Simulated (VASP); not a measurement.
Runs of VASP 6.6.1 on HfB. It takes space group Fm-3m (No. 225, cubic). Conventional cell: a = 4.620 Å, b = 4.620 Å, c = 4.620 Å, α = 90.00°, β = 90.00°, γ = 90.00°. Within 3.1 Å of Hf (site symmetry m-3m) lie 6 B at 2.31 Å. B (site symmetry m-3m) has 6 Hf at 2.31 Å within 3.1 Å. 

| level | spin | fixed moment (μB) | pressure (GPa) | moment (μB) |
| --- | --- | --- | --- | --- |
| PBE | collinear, ferromagnetic start | 0.8 | 32.7 | 0.80 |
| PBE | collinear, ferromagnetic start | 0.15 | 30.7 | 0.15 |
| RPBE | collinear, ferromagnetic start | 1.2 | 39.6 | 1.20 |
| PBE | collinear, ferromagnetic start | 0.3 | 30.9 | 0.30 |
| PBE | collinear, ferromagnetic start | 0.5 | 31.4 | 0.50 |
| PBE | collinear, ferromagnetic start | - | 30.7 | 0.00 |
| PBE | collinear, ferromagnetic start | 1.2 | (a) | 1.20 |
| PBE | collinear, zero start | 0.0 | (b) | 0.00 |

Alike in all rows: task single point; potentials or basis VASP PAW PBE potentials, release 64 (Hf_pv, B); cell as given; k mesh 11 × 11 × 11; cutoff (eV) 520; smearing fermi-dirac 0.05 eV.

Task: Fill in the values left out.

Result: (a) 35.7; (b) 30.6.

Caveats: the total moment is fixed, so each spin has its own Fermi level (some runs); the PAW data sets were made with another functional, which shifts forces and pressure a little (some runs).
